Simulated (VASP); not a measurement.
InGa3P4:

```
Ga In P
1.0
     1.95605    3.38798    0.00000
     0.00000    0.00000    6.44131
     5.86816   -3.38798    0.00000
Ga In P
3 1 4
Direct
  0.50000 0.49997 0.16667
  0.00000 0.49997 0.66667
  0.50000 0.99997 0.83333
  0.00000 0.99997 0.33333
  0.50000 0.87403 0.16667
  0.00000 0.87403 0.66667
  0.50000 0.37403 0.83333
  0.00000 0.37403 0.33333
```

- Program: VASP 6.6.1
- Task: relaxation of cell and atoms
- Functional: PBEsol
- Potentials or basis: VASP PAW PBE potentials, release 64 (Ga_d, In_d, P)
- Cutoff: 600 eV
- k mesh: 8 × 4 × 4
- Occupations: gaussian, width 0.02 eV
- Spin: no spin polarisation

At the start: pressure 0.8 GPa; volume 21.34 Å³/atom.

**Question.** How do energy, volume and symmetry change on relaxing?

**Answer.** Over 14 steps the energy falls by 38.3 meV/atom; space group Pm (No. 6, to 0.1 Å) before and after.

The path:
| step | energy change (eV) | largest force (eV/Å) | pressure (GPa) | volume (Å³) |
| --- | --- | --- | --- | --- |
| 1 | 0.0000 | 1.8760 | 0.83 | 170.75 |
| 2 | -0.2577 | 0.5183 | -1.05 | 173.51 |
| 3 | -0.2713 | 0.2448 | -1.49 | 174.34 |
| 4 | -0.2969 | 0.1998 | 0.65 | 169.37 |
| 5 | -0.2982 | 0.2075 | 0.27 | 170.24 |
| 6 | -0.3042 | 0.0892 | 0.12 | 170.46 |
| 7 | -0.3052 | 0.0737 | 0.04 | 170.59 |
| 8 | -0.3057 | 0.0342 | -0.04 | 170.76 |
| 9 | -0.3057 | 0.0248 | -0.07 | 170.82 |
| 10 | -0.3059 | 0.0198 | 0.04 | 170.60 |
| 11 | -0.3059 | 0.0199 | 0.04 | 170.59 |
| 12 | -0.3060 | 0.0189 | 0.00 | 170.66 |
| 13 | -0.3060 | 0.0205 | -0.02 | 170.70 |
| 14 | -0.3061 | 0.0143 | 0.01 | 170.67 |

Final structure:
```xyz
8
Lattice="1.9519 3.3807 0.0000 -0.0008 0.0004 6.4427 5.8767 -3.3929 -0.0009" Properties=species:S:1:pos:R:3 pbc="T T T"
Ga    1.9268    1.1414    3.2168
Ga    5.8968    1.1031    3.2207
Ga    5.8683   -1.1343    6.4406
In    1.9692   -1.1369    0.0104
P     1.8544    1.1832    5.5645
P     5.9602    1.0665    5.5935
P     5.8667   -1.1333    2.3793
P     1.9685   -1.1365    2.5365
```

Caveat: the PAW data sets were made with another functional, which shifts forces and pressure a little.
